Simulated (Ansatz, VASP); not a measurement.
**Na in VASP and in Ansatz**

File INCAR:

```
PREC = Accurate ; ENCUT = 520
EDIFF = 1E-6 ; ISMEAR = -1
SIGMA = 0.05 ; LREAL = F
LASPH = T ; NELM = 100
ALGO = Normal ; ISIF = 2
LWAVE = F ; LCHARG = F
GGA = PE ; NBANDS = 10
```

Contents of KPOINTS:

```
Automatic mesh
0
Gamma
  12 12 12
```

Contents of POSCAR:

```
Na
1.0
   -2.0961096487      2.0961096487      2.0961096487
    2.0961096487     -2.0961096487      2.0961096487
    2.0961096487      2.0961096487     -2.0961096487
Na
1
Direct
    0.0000000000      0.0000000000      0.0000000000
```

Input for Ansatz:

```yaml
crystal:
  lattice:
    - [-2.0961096487, 2.0961096487, 2.0961096487]
    - [2.0961096487, -2.0961096487, 2.0961096487]
    - [2.0961096487, 2.0961096487, -2.0961096487]
  atoms:
    - { symbol: Na, position: [0.0, 0.0, 0.0] }
kpoints:
  mp_grid: { grid: [12, 12, 12] }
scf:
  occupations: { method: fermi_dirac, width: 0.05 }
hamiltonian:
  xc: pbe
  pseudopotentials: { kind: all_electron, lapw: { basis_error: 0.00025 } }
output:
  forces: true
  stress: true
  eigenvalues: true
```

Change from the starting cell: volume scaled by 0.97.

Alike in both runs: task single point; functional PBE; k mesh 12 × 12 × 12; occupations fermi-dirac, width 0.05 eV; no spin polarisation.

|  | VASP | Ansatz |
| --- | --- | --- |
| version | VASP 6.6.1 | Ansatz 0.2.0 |
| potentials or method | VASP PAW PBE potentials, release 64 (Na_pv), cutoff 520 eV | all-electron LAPW, scalar-relativistic |

```tsv
	VASP	Ansatz	Ansatz less VASP
pressure (GPa)	0.0	0.0	+0.03
```

Ansatz ran all-electron here, and VASP with PAW potentials.
